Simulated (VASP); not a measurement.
Write the native input for VASP 6.6.1 that does the following.

| Item | Value |
| --- | --- |
| Task | relaxation of cell and atoms |
| Functional | PBEsol |
| Potentials or basis | VASP PAW PBE potentials, release 64 (W_sv, S) |
| Cutoff | 600 eV |
| k mesh | 9 × 9 × 9 |
| Occupations | fermi-dirac, width 0.05 eV |
| Spin | no spin polarisation |
| Dipole correction | no |
| Further INCAR settings | ALGO = Normal; EDIFF = 1e-06; IBRION = 2; EDIFFG = -0.01; NSW = 60; ISIF = 3 |

The structure of WS lies in POSCAR:

```
WS
1.0
    3.0078900000      0.0000000000      0.0000000000
    0.0000000000      3.0078900000      0.0000000000
    0.0000000000      0.0000000000      3.0078900000
W S
1 1
Direct
    0.5000000000      0.5000000000      0.5000000000
    0.0000000000      0.0000000000      0.0000000000
```

These files were run (other wordings do the same):

INCAR

```
SYSTEM = WS
PREC = Accurate
ENCUT = 600
EDIFF = 1E-6
ISMEAR = -1
SIGMA = 0.05
LREAL = .FALSE.
LASPH = .TRUE.
NELM = 100
ALGO = Normal
ISIF = 3
LWAVE = .FALSE.
LCHARG = .FALSE.
GGA = PS
IBRION = 2
NSW = 60
EDIFFG = -0.01
```

KPOINTS

```
Automatic mesh
0
G
  9 9 9
  0 0 0
```

Potentials or basis: VASP PAW PBE potentials, release 64 (W_sv, S).

The run is started by

```sh
$ cat potpaw_PBE.64/W_sv/POTCAR potpaw_PBE.64/S/POTCAR > POTCAR
$ mpirun -np 1 vasp_std > vasp.out
```

It gave:

```
Relaxed volume                        : 13.24 Å³/atom
Relaxed cell                          : a = 2.981 Å, b = 2.981 Å, c = 2.981 Å, α = 90.00°, β = 90.00°, γ = 90.00°
Space group after relaxing (to 0.1 Å) : Pm-3m (No. 221)
Energy gained by relaxing             : 8.0 meV/atom
Ionic steps                           : 4
Pressure after relaxing               : 0.0 GPa
Band gap on the k mesh                : zero (bands 10 and 11 overlap by 2.60 eV)
```

Caveat: the PAW data sets were made with another functional, which shifts forces and pressure a little; spin-orbit coupling is left out, which moves the levels of the heavy elements.

It took 25 s on 1 thread of Intel Xeon 8259CL (shared host), peak memory 0.16 GiB.
